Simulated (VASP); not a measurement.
## HfSn2Se6: single point with r2SCAN

Crystal: HfSn2Se6.

```xyz
9
Lattice="3.8376 0.0000 0.0000 -1.9188 3.3235 0.0000 0.0000 0.0000 21.1522" Properties=species:S:1:pos:R:3 pbc="T T T"
Hf    0.0000    0.0000    0.0000
Sn    0.0000    0.0000    7.0400
Sn    0.0000    0.0000   14.1122
Se    0.0000    2.2156    1.5478
Se    0.0000    2.2156    8.6457
Se    0.0000    2.2156   15.7178
Se    1.9188    1.1078    5.4344
Se    1.9188    1.1078   12.5065
Se    1.9188    1.1078   19.6044
```

```
Program                : VASP 6.6.1
Task                   : single point
Functional             : r2SCAN
Potentials or basis    : VASP PAW PBE potentials, release 64 (Hf_pv, Sn_d, Se)
Cutoff                 : 520 eV
k mesh                 : 12 × 12 × 2
Occupations            : gaussian, width 0.02 eV
Spin                   : no spin polarisation
Dipole correction      : no
Further INCAR settings : ALGO = Normal; EDIFF = 1e-06; NBANDS = 47
```

```yaml
Pressure: -1.7 GPa
Largest_force: 0.275 eV/Å
Band_gap_on_the_k_mesh: 0.76 eV (least direct gap 1.30 eV)
```

Forces on the atoms (eV/Å):
```
Hf   0.000  0.000  0.000
Sn   0.000  0.000  0.000
Sn   0.000  0.000  0.000
Se   0.000  0.000 -0.275
Se   0.000  0.000 -0.272
Se   0.000  0.000 -0.270
Se   0.000  0.000  0.270
Se   0.000  0.000  0.272
Se   0.000  0.000  0.275
```

Stress tensor (GPa, compression positive):
```
-1.52  0.00  0.00
 0.00 -1.52  0.00
 0.00  0.00 -2.06
```

Levels at points of the mesh, in eV from the valence-band top:
| k point | band 34 | band 35 | band 36 | band 37 | band 38 | band 39 | band 40 | band 41 |
| --- | --- | --- | --- | --- | --- | --- | --- | --- |
| (0.00, 0.00, 0.00) | -0.28 | -0.28 | 0.00 | 0.00 | 1.54 | 1.89 | 1.89 | 2.04 |
| (0.50, 0.00, 0.00) | -1.02 | -0.92 | -0.58 | -0.54 | 0.77 | 0.86 | 1.21 | 3.52 |
| (0.00, 0.00, 0.50) | -0.28 | -0.28 | 0.00 | 0.00 | 1.63 | 1.89 | 1.89 | 1.96 |
| (0.50, 0.00, 0.50) | -1.00 | -0.94 | -0.59 | -0.54 | 0.76 | 0.89 | 1.20 | 3.52 |

Run time: 59 min on 1 thread of Oxide Virtual Turin-like Processor, on a shared host, peak memory 0.65 GiB.

Caveat: semilocal functionals underestimate gaps, and a narrow one can read as zero; the PAW data sets were made with another functional, which shifts forces and pressure a little; spin-orbit coupling is left out, which moves the levels of the heavy elements. A k mesh can miss the band edges.
